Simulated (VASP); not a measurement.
Input of a VASP 6.6.1 run:

File INCAR:

```
SYSTEM = ScGaN
ALGO = Normal
EDIFF = 1E-7
ENCUT = 520
GGA = PE
ISIF = 2
ISMEAR = 0
LASPH = .TRUE.
LCHARG = .FALSE.
LREAL = .FALSE.
LWAVE = .FALSE.
NBANDS = 38
NELM = 60
PREC = Accurate
SIGMA = 0.1
```

The input KPOINTS:

```
k-points
0
G
  6 4 2
  0 0 0
```

POSCAR

```
ScGaN
1.0
    4.4607189611      0.0000000000      0.0000000000
    0.0000000000      4.4300566913      0.0000000000
    0.0000000000      0.0000000000      4.3260191871
Sc Ga N
2 2 2
Direct
    0.0000000000      0.0000000000      0.4999309548
    0.5000000000      0.5000000000      0.5000690452
    0.5000000000      0.0000000000      0.9998224828
    0.0000000000      0.5000000000      0.0001775172
    0.5000000000      0.5000000000      0.0000467612
    0.0000000000      0.0000000000      0.9999532388
```

Potentials or basis: VASP PAW PBE potentials, release 64 (Sc_sv, Ga_d, N).

The run is started by

```console
$ cat potpaw_PBE.64/Sc_sv/POTCAR potpaw_PBE.64/Ga_d/POTCAR potpaw_PBE.64/N/POTCAR > POTCAR
$ mpirun -np 1 vasp_std > vasp.out
```

Q: Predict the pressure.

A: 0.5 GPa.

Q: Estimate the band gap on the k mesh.

A: Zero (band 29 reaches 7.18 eV, above the bottom of band 30 at 3.98 eV).

Stress tensor (GPa, compression positive):
```
0.36 0.00 0.00
0.00 0.23 0.00
0.00 0.00 0.82
```

Caveat: the k points lie up to 0.73 Å⁻¹ apart.
